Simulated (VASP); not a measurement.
Write the native input for VASP 6.6.1 that does the following.

```yaml
Task: single point
Functional: LDA
Potentials_or_basis: VASP PAW LDA potentials, release 64 (Rh_pv, N)
Cutoff: 520 eV
k_mesh: 6 × 5 × 8
Occupations: methfessel-paxton, width 0.1 eV
Spin: no spin polarisation
Dipole_correction: no
Further_INCAR_settings: ALGO = Normal; EDIFF = 1e-07; NBANDS = 34
```

The structure of RhN2 lies in POSCAR:

```
RhN2
1.0
    3.9170259811      0.0000000000      0.0000000000
    0.0000000000      4.7125425451      0.0000000000
    0.0000000000      0.0000000000      2.7162798741
Rh N
2 4
Direct
    0.5000000000      0.5000000000      0.5000000000
    0.0000000000      0.0000000000      0.0000000000
    0.3785140000      0.9149360000      0.5000000000
    0.6214860000      0.0850640000      0.5000000000
    0.1214860000      0.4149360000      0.0000000000
    0.8785140000      0.5850640000      0.0000000000
```

These files were run (other wordings do the same):

INCAR

```
PREC     = Accurate       # precision mode
ENCUT    = 520            # plane-wave cutoff, eV
EDIFF    = 1E-7           # SCF threshold, eV
ISMEAR   = 1              # smearing method
SIGMA    = 0.1            # smearing width, eV
LREAL    = False          # projectors in reciprocal space
LASPH    = True           # aspherical terms in the spheres
NELM     = 60             # most SCF steps
ALGO     = Normal         # electronic algorithm
ISIF     = 2              # what is computed and relaxed
LWAVE    = False          # write WAVECAR
LCHARG   = False          # write CHGCAR
NBANDS   = 34             # bands
```

KPOINTS

```
regular mesh
0
Gamma
  6 5 8
```

Potentials or basis: VASP PAW LDA potentials, release 64 (Rh_pv, N).

Command:

```bash
$ cat potpaw_LDA.64/Rh_pv/POTCAR potpaw_LDA.64/N/POTCAR > POTCAR
$ mpirun -np 1 vasp_std > vasp.out
```

Results of the run:

- Pressure: 24.3 GPa
- Largest force: 2.608 eV/Å
- Band gap on the k mesh: zero (bands 25 and 26 overlap by 2.52 eV)

Caveat: the standard files for N, O and F lose accuracy on very short bonds; the cell stands under pressure; forces of over 1 eV/Å act on the atoms, so gaps and moduli don't describe the material at rest.

Run time: 40 s on 1 thread of AMD EPYC 9R45 (Zen 5), on a shared host, peak memory 0.16 GiB.
